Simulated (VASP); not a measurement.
# In (I4/mmm) in VASP: single point with PBE

Aim: the single point of In with PBE.

All numbers are computed with VASP 6.6.1; they aren't measurements. Logs are shortened: lines on timing, memory, paths and dates and some standing lists are left out, and cuts for length are marked.

**1. The cell of the first run**

It takes space group I4/mmm (No. 139, tetragonal). Conventional cell: a = 3.259 Å, b = 3.259 Å, c = 4.986 Å, α = 90.00°, β = 90.00°, γ = 90.00°. In (site symmetry 4/mmm) has 12 In at 3.26 to 3.40 Å within 4.3 Å.

**2. Single point, PBE**

Contents of INCAR:

```
PREC     = Accurate       # precision mode
ENCUT    = 500            # plane-wave cutoff, eV
EDIFF    = 1E-6           # SCF threshold, eV
ISMEAR   = 0              # smearing method
SIGMA    = 0.1            # smearing width, eV
LREAL    = False          # projectors in reciprocal space
LASPH    = True           # aspherical terms in the spheres
NELM     = 120            # most SCF steps
ALGO     = Normal         # electronic algorithm
ISIF     = 2              # what is computed and relaxed
LWAVE    = False          # write WAVECAR
LCHARG   = False          # write CHGCAR
GGA      = PE             # functional
NBANDS   = 12             # bands
GGA_COMPAT= False
```

Contents of KPOINTS:

```
regular mesh
0
Gamma
  8 8 8
```

Contents of POSCAR:

```
In
1.0
   -1.6297352700      1.6297352700      2.4928993500
    1.6297352700     -1.6297352700      2.4928993500
    1.6297352700      1.6297352700     -2.4928993500
In
1
Direct
    0.0000000000      0.0000000000      0.0000000000
```

Potentials or basis: VASP PAW PBE potentials, release 64 (In_d).

The run is started by

```console
cat potpaw_PBE.64/In_d/POTCAR > POTCAR
mpirun -np 1 vasp_std > vasp.out
```

OUTCAR:

```text
PREC = Accurate
   ENCUT = 500
   EDIFF = 1E-6
   ISMEAR = 0
   LREAL = False
   LASPH = True
   NELM = 120
   ISIF = 2
   GGA = PE

 ion  position               nearest neighbor table
   1  0.000  0.000  0.000-

  LATTYP: Found a body centered tetragonal cell.
 ALAT       =     3.2594705400
 C/A-ratio  =     1.5296345338

  Lattice vectors:

 A1 = (  -1.6297352700,   1.6297352700,   2.4928993500)
 A2 = (   1.6297352700,  -1.6297352700,   2.4928993500)
 A3 = (   1.6297352700,   1.6297352700,  -2.4928993500)

Analysis of symmetry for initial positions (statically):
=====================================================================
 Subroutine PRICEL returns:
 Original cell was already a primitive cell.

 Routine SETGRP: Setting up the symmetry group for a
 body centered tetragonal supercell.

 Subroutine GETGRP returns: Found 16 space group operations
 (whereof 16 operations were pure point group operations)
 out of a pool of 16 trial point group operations.

The static configuration has the point symmetry D_4h.

Analysis of symmetry for dynamics (positions and initial velocities):
=====================================================================
 Subroutine PRICEL returns:
 Original cell was already a primitive cell.

 Routine SETGRP: Setting up the symmetry group for a
 body centered tetragonal supercell.

 Subroutine GETGRP returns: Found 16 space group operations
 (whereof 16 operations were pure point group operations)
 out of a pool of 16 trial point group operations.

The dynamic configuration has the point symmetry D_4h.

 Subroutine INISYM returns: Found 16 space group operations
 (whereof 16 operations are pure point group operations),
 and found     1 'primitive' translations

----------------------------------------------------------------------------------------

                                     Primitive cell

  volume of cell :      26.4849

  direct lattice vectors                    reciprocal lattice vectors
    -1.629735270  1.629735270  2.492899350     0.000000000  0.306798294  0.200569670
     1.629735270 -1.629735270  2.492899350     0.306798294  0.000000000  0.200569670
     1.629735270  1.629735270 -2.492899350     0.306798294  0.306798294  0.000000000

  length of vectors
     3.395087815  3.395087815  3.395087815     0.366542474  0.366542474  0.433878308

  position of ions in fractional coordinates (direct lattice)
     0.000000000  0.000000000  0.000000000

  ion indices of the primitive-cell ions
   primitive index   ion index
                 1           1

----------------------------------------------------------------------------------------

 KPOINTS: regular mesh

Automatic generation of k-mesh.
 Grid dimensions read from file:
 generate k-points for:    8    8    8

 Generating k-lattice:

  Cartesian coordinates                     Fractional coordinates (reciprocal lattice)
     0.000000000  0.038349787  0.025071209     0.125000000  0.000000000 -0.000000000
     0.038349787  0.000000000  0.025071209     0.000000000  0.125000000 -0.000000000
     0.038349787  0.038349787  0.000000000     0.000000000  0.000000000  0.125000000

  Length of vectors
     0.045817809  0.045817809  0.054234788

  Shift w.r.t. Gamma in fractional coordinates (k-lattice)
     0.000000000  0.000000000  0.000000000

 Subroutine IBZKPT returns following result:
 ===========================================

 Found     59 irreducible k-points:

 Following reciprocal coordinates:
            Coordinates               Weight
  0.000000  0.000000  0.000000      1.000000
  0.125000  0.000000  0.000000      8.000000
  0.250000  0.000000  0.000000      8.000000
  0.375000  0.000000  0.000000      8.000000
  0.500000  0.000000  0.000000      4.000000
  0.125000  0.125000  0.000000      8.000000
[... 16 lines left out ...]
  0.250000  0.125000  0.125000     16.000000
  0.375000  0.125000  0.125000      8.000000
 [... further k-points ...]
   k-points           NKPTS =     59   k-points in BZ     NKDIM =     59   number of bands    NBANDS=     12
   number of dos      NEDOS =    301   number of ions     NIONS =      1
   total plane-waves  NPLWV =  21952
   dimension x,y,z NGX =    28 NGY =   28 NGZ =   28
   dimension x,y,z NGXF=    56 NGYF=   56 NGZF=   56
   ions per type =               1
   NGX,Y,Z   is equivalent  to a cutoff of  13.71, 13.71, 13.71 a.u.
   NGXF,Y,Z  is equivalent  to a cutoff of  27.42, 27.42, 27.42 a.u.
 SYSTEM =  unknown system
   PREC   = accura    normal or accurate (medium, high low for compatibility)
   ISTART =      0    job   : 0-new  1-cont  2-samecut
   ICHARG =      2    charge: 1-file 2-atom 10-const
   ISPIN  =      1    spin polarized calculation?
   LNONCOLLINEAR =      F non collinear calculations
   LSORBIT =      F    spin-orbit coupling
   LASPH  =      T    aspherical Exc in radial PAW
   ENCUT  =  500.0 eV  36.75 Ry    6.06 a.u.   6.19  6.19  6.19*2*pi/ulx,y,z
   NELM   =    120;   NELMIN=  2; NELMDL= -5     # of ELM steps
   EDIFF  = 0.1E-05   stopping-criterion for ELM
   LREAL  =      F    real-space projection
   EDIFFG = 0.1E-04   stopping-criterion for IOM
   NSW    =      0    number of steps for IOM
   IBRION =     -1    ionic relax: 0-MD 1-quasi-New 2-CG
   NFREE  =      0    steps in history (QN), initial steepest desc. (CG)
   ISIF   =      2    stress and relaxation
   ISYM   =      2    0-nonsym 1-usesym 2-fastsym
   POTIM  = 0.5000    time-step for ionic-motion
   TEBEG  =    0.0;   TEEND  =   0.0 temperature during run
   PSTRESS=    0.0 pullay stress
   NELECT =      13.0000    total number of electrons
   NUPDOWN=      -1.0000    fix difference up-down
   EMIN   =  10.00;   EMAX   =-10.00  energy-range for DOS
   EFERMI =   0.00;   METHOD = LEGACY
   ISMEAR =     0;   SIGMA  =   0.10  broadening in eV -4-tet -1-fermi 0-gaus
   EFERMI_NEDOS =   21; number of points for ismear=-14 and -15
   IALGO  =     38    algorithm
   IMIX   =      4    mixing-type and parameters
     AMIX     =   0.40;   BMIX     =  1.00
     AMIX_MAG =   1.60;   BMIX_MAG =  1.00
  volume/ion in A,a.u.               =      26.48       178.73
  Fermi-wavevector in a.u.,A,eV,Ry     =   1.291387  2.440367 22.690160  1.667680
  Thomas-Fermi vector in A             =   2.423160
   LORBIT       =      0    0 simple, 1 ext, 2 COOP (PROOUT), +10 PAW based schemes
   GGA     = PE    functional components
   LHFCALC =     F    Hartree Fock is set to
   AEXX    =    0.0000 exact exchange contribution
   IVDW    =     0    specifies the selected vdW correction
   LEPSILON=     F    determine dielectric tensor
   LRPA    =     F    only Hartree local field effects (RPA)
 non-spin polarized calculation
 Gauss-broadening in eV      SIGMA  =   0.10
  energy-cutoff  :      500.00
  volume of cell :       26.48
 maximum number of plane-waves:       684
 NGX is ok and might be reduce to    28
   NGX = 13   NGY = 13   NGZ = 13

 number of electron      13.0000005 magnetization

 Free energy of the ion-electron system (eV)
  ---------------------------------------------------
  ext. energy  EPLUGINS =         0.00000000
  ---------------------------------------------------
  free energy    TOTEN  =        -2.55190613 eV

  energy without entropy =       -2.55005193  energy(sigma->0) =       -2.55097903

 E-fermi :   7.4530     XC(G=0): -10.1964

 val. band max:        7.4437352724   @ k =  -0.3750   0.3750   0.2500
 cond. band min:       7.5470951063   @ k =   0.3750   0.3750   0.0000
 fundamental gap:      0.1033598339
 Fermi energy:         7.4530426152

 k-point     1 :       0.0000    0.0000    0.0000
  band No.  band energies     occupation
      1      -7.3215      2.00000
      2      -7.2092      2.00000
      3      -7.2092      2.00000
      4      -7.1370      2.00000
      5      -7.0321      2.00000
      6      -2.0776      2.00000
      7      17.8124      0.00000
      8      17.8124      0.00000
      9      17.9889      0.00000
     10      18.9434      0.00000
     11      21.2259      0.00000
     12      21.3781      0.00000

 k-point     2 :       0.1250    0.0000    0.0000
  band No.  band energies     occupation
      1      -7.3003      2.00000
      2      -7.2129      2.00000
      3      -7.1877      2.00000
      4      -7.1277      2.00000
      5      -7.0403      2.00000
      6      -1.7369      2.00000
      7      14.7017      0.00000
      8      17.1795      0.00000
      9      17.4593      0.00000
     10      18.7030      0.00000
     11      21.1091      0.00000
     12      22.2182      0.00000

 k-point     3 :       0.2500    0.0000    0.0000
  band No.  band energies     occupation
      1      -7.2835      2.00000
      2      -7.2393      2.00000
      3      -7.1640      2.00000
      4      -7.0586      2.00000
      5      -7.0309      2.00000
      6      -0.6981      2.00000
      7      10.5057      0.00000
      8      15.9887      0.00000
      9      16.9245      0.00000
     10      18.6223      0.00000
     11      19.7178      0.00000
     12      22.3663      0.00000

 k-point     4 :       0.3750    0.0000    0.0000
  band No.  band energies     occupation
      1      -7.2977      2.00000
      2      -7.2719      2.00000
      3      -7.1818      2.00000
      4      -6.9786      2.00000
      5      -6.9575      2.00000
      6       1.0504      2.00000
      7       6.7706      2.00000
      8      15.1023      0.00000
      9      16.5967      0.00000
     10      18.5378      0.00000
     11      18.8934      0.00000
     12      21.0658      0.00000

 k-point     5 :       0.5000    0.0000    0.0000
  band No.  band energies     occupation
      1      -7.3107      2.00000
      2      -7.2831      2.00000
      3      -7.1946      2.00000
      4      -6.9510      2.00000
      5      -6.9120      2.00000
      6       3.0852      2.00000
      7       4.0641      2.00000
      8      14.7781      0.00000
      9      16.4985      0.00000
     10      18.4908      0.00000
     11      18.6331      0.00000
     12      20.5717      0.00000
[... 228 lines left out ...]
      1      -7.4396      2.00000
      2      -7.3700      2.00000
      3      -6.9472      2.00000
      4      -6.9331      2.00000
      5      -6.8446      2.00000
      6       5.4809      2.00000
      7       5.7340      2.00000
      8      10.8480      0.00000
      9      11.3131      0.00000
     10      14.3161      0.00000
     11      14.6643      0.00000
     12      27.7256      0.00000

 k-point    22 :       0.1250    0.1250    0.1250
  band No.  band energies     occupation
      1      -7.2807      2.00000
      2      -7.1783      2.00000
      3      -7.1500      2.00000
      4      -7.0965      2.00000
      5      -6.9992      2.00000
      6       0.2695      2.00000
      7      11.2074      0.00000
      8      11.4569      0.00000
      9      15.3947      0.00000
     10      17.9145      0.00000
     11      18.1535      0.00000
     12      20.7549      0.00000

 k-point    23 :       0.2500    0.1250    0.1250
  band No.  band energies     occupation
      1      -7.2673      2.00000
      2      -7.2204      2.00000
      3      -7.1461      2.00000
      4      -7.0485      2.00000
      5      -6.9539      2.00000
      6       1.9998      2.00000
      7       7.6887      0.00086
      8      11.2983      0.00000
      9      13.6359      0.00000
     10      17.2444      0.00000
     11      19.3203      0.00000
     12      21.4383      0.00000

 k-point    24 :       0.3750    0.1250    0.1250
  band No.  band energies     occupation
      1      -7.2581      2.00000
      2      -7.2453      2.00000
      3      -7.1149      2.00000
      4      -7.0730      2.00000
      5      -6.9170      2.00000
      6       3.9157      2.00000
      7       5.1241      2.00000
      8      11.5982      0.00000
      9      12.6745      0.00000
     10      16.9854      0.00000
     11      19.1890      0.00000
     12      24.7178      0.00000

 [... further k-points ...]
[... 5 lines left out ...]
  --------------------------------------------------------------------------------------
  -------------------------------------------------------------------------------------
  Total       -0.0059098     -0.0059098      0.6206470      0.0000000     -0.0000000      0.0000000
  in kB       -0.3575056     -0.3575056     37.5453706      0.0000000     -0.0000000      0.0000000
  external PRESSURE =      12.2767865 kB  Pullay stress =       0.0000000 kB

 VOLUME and BASIS-vectors are now :
 -----------------------------------------------------------------------------
  energy-cutoff  :      500.00
  volume of cell :       26.48
      direct lattice vectors                 reciprocal lattice vectors
    -1.629735270  1.629735270  2.492899350     0.000000000  0.306798294  0.200569670
     1.629735270 -1.629735270  2.492899350     0.306798294  0.000000000  0.200569670
     1.629735270  1.629735270 -2.492899350     0.306798294  0.306798294  0.000000000

 POSITION                                       TOTAL-FORCE (eV/Angst)
 -----------------------------------------------------------------------------------
      0.00000      0.00000      0.00000        -0.000000      0.000000      0.000000
 -----------------------------------------------------------------------------------
    total drift:                               -0.000000     -0.000000     -0.000000

  FREE ENERGIE OF THE ION-ELECTRON SYSTEM (eV)
  ---------------------------------------------------
  free  energy   TOTEN  =        -2.5519061280 eV

  energy  without entropy=       -2.5500519344  energy(sigma->0) =       -2.55097903
```

Run time: 10 s. Hardware: 1 thread of Intel Xeon 6975P-C, shared host; peak memory 0.16 GiB.

What came out:

- Free energy: -2.5519 eV
- Pressure: 1.2 GPa

Caveat: spin-orbit coupling is left out, which moves the levels of the heavy elements.
